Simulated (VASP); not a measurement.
A run of VASP 6.6.1 is set up as follows.

The input INCAR:

```
  PREC = Accurate
  ENCUT = 500
  EDIFF = 1E-6
  ISMEAR = 0
  SIGMA = 0.1
  LREAL = False
  LASPH = True
  NELM = 120
  ALGO = Normal
  ISIF = 2
  LWAVE = False
  LCHARG = False
  GGA = RP
  NBANDS = 13
  GGA_COMPAT = False
```

File KPOINTS:

```
Automatic mesh
0
Gamma
  6 6 6
```

File POSCAR:

```
Sn
1.0
   -1.8946518192      1.8946518192      1.8946518192
    1.8946518192     -1.8946518192      1.8946518192
    1.8946518192      1.8946518192     -1.8946518192
Sn
1
Direct
    0.0000000000      0.0000000000      0.0000000000
```

Potentials or basis: VASP PAW PBE potentials, release 64 (Sn_d).

Launch:

```bash
$ cat potpaw_PBE.64/Sn_d/POTCAR > POTCAR
$ mpirun -np 1 vasp_std > vasp.out
```

Task: Predict the pressure.

Result: 2.2 GPa.

Task: Predict the band gap on the k mesh.

Result: Zero (band 7 reaches 16.22 eV, above the bottom of band 8 at 5.73 eV).

Caveat: the k points lie up to 0.39 Å⁻¹ apart; the PAW data sets were made with another functional, which shifts forces and pressure a little; spin-orbit coupling is left out, which moves the levels of the heavy elements.
